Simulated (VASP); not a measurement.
Runs of VASP 6.6.1 on ZrB2 (de600). The structure is that of space group P6/mmm (No. 191), or close to it. The cells are those of the table. 

```csv
task,cell,k mesh,cutoff (eV),smearing,gap on the mesh (eV),pressure (GPa)
relaxation of cell and atoms,"relaxed from a = 3.168, b = 3.168, c = 3.552 Å, angles 90.0, 90.0, 120.0°, 3 atoms",9 × 9 × 6,600,gaussian 0.1 eV,none,0.1
single point,"a = 3.136, b = 3.136, c = 3.486 Å, angles 90.0, 90.0, 120.0°, 3 atoms",9 × 9 × 6,520,gaussian 0.1 eV,none,0.3
single point,"a = 3.134, b = 3.134, c = 3.487 Å, angles 90.0, 90.0, 120.0°, 3 atoms",15 × 15 × 10,520,gaussian 0.1 eV,none,0.5
single point,"a = 3.168, b = 3.168, c = 3.552 Å, angles 90.0, 90.0, 120.0°, 3 atoms",6 × 6 × 6,520,gaussian 0.1 eV,none,(a)
single point,"a = 3.133, b = 3.133, c = 3.489 Å, angles 90.0, 90.0, 120.0°, 3 atoms",15 × 15 × 12,520,fermi-dirac 0.15 eV,none,0.5
```

Alike in all rows: level LDA; potentials or basis VASP PAW LDA potentials, release 64 (Zr_sv, B); no spin polarisation.

Q: Estimate the missing entries.

A: (a) -8.9.

Caveats: some runs use coarse meshes.

A k mesh can miss the band edges, and the runs leave out spin-orbit coupling on Zr.

A gap of «none» marks levels without a gap at the run's occupations.
